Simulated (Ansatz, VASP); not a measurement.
# Pt in VASP and in Ansatz

Contents of INCAR:

```
SYSTEM = Pt
  ALGO = Normal
  EDIFF = 1E-6
  ENCUT = 500
  GGA_COMPAT = .False.
  ISIF = 2
  ISMEAR = -1
  LASPH = .True.
  LCHARG = .False.
  LREAL = .False.
  LWAVE = .False.
  NBANDS = 11
  NELM = 120
  PREC = Accurate
  SIGMA = 0.05
```

The input KPOINTS:

```
k-points
0
Gamma
  13 13 13
  0 0 0
```

The input POSCAR:

```
Pt
1.0
    0.0000000000      1.9560000000      1.9560000000
    1.9560000000      0.0000000000      1.9560000000
    1.9560000000      1.9560000000      0.0000000000
Pt
1
Direct
    0.0000000000      0.0000000000      0.0000000000
```

Input for Ansatz:

```yaml
crystal:
  lattice:
    - [0.0, 1.956, 1.956]
    - [1.956, 0.0, 1.956]
    - [1.956, 1.956, 0.0]
  atoms:
    - { symbol: Pt, position: [0.0, 0.0, 0.0] }
hamiltonian:
  xc: lda
  pseudopotentials: { kind: paw }
basis:
  ecutwfc: 420
kpoints:
  mp_grid: { grid: [13, 13, 13] }
scf:
  occupations: { method: fermi_dirac, width: 0.05 }
  lower_state_search: "off"
output:
  forces: true
  stress: true
```

Alike in both runs: task single point; functional LDA; k mesh 13 × 13 × 13; occupations fermi-dirac, width 0.05 eV; no spin polarisation.

```csv
,VASP,Ansatz
version,VASP 6.6.1,Ansatz 0.2.0
potentials or method,"VASP PAW LDA potentials, release 64 (Pt), cutoff 500 eV","PAW, plane waves, scalar-relativistic"
valence electrons in the cell,10,18
```

Ansatz gave:

| Item | Value |
| --- | --- |
| pressure (GPa) | -4.1 |

Q: Estimate VASP's values.

A: Pressure (GPa): -3.4.

LDA's correlation is that of Perdew and Zunger in VASP and of Perdew and Wang (1992) in Ansatz. VASP's potentials hold 10 valence electrons a cell and Ansatz's 18, so a difference there can come from the potentials and not from the codes.

Spin-orbit coupling is off throughout.
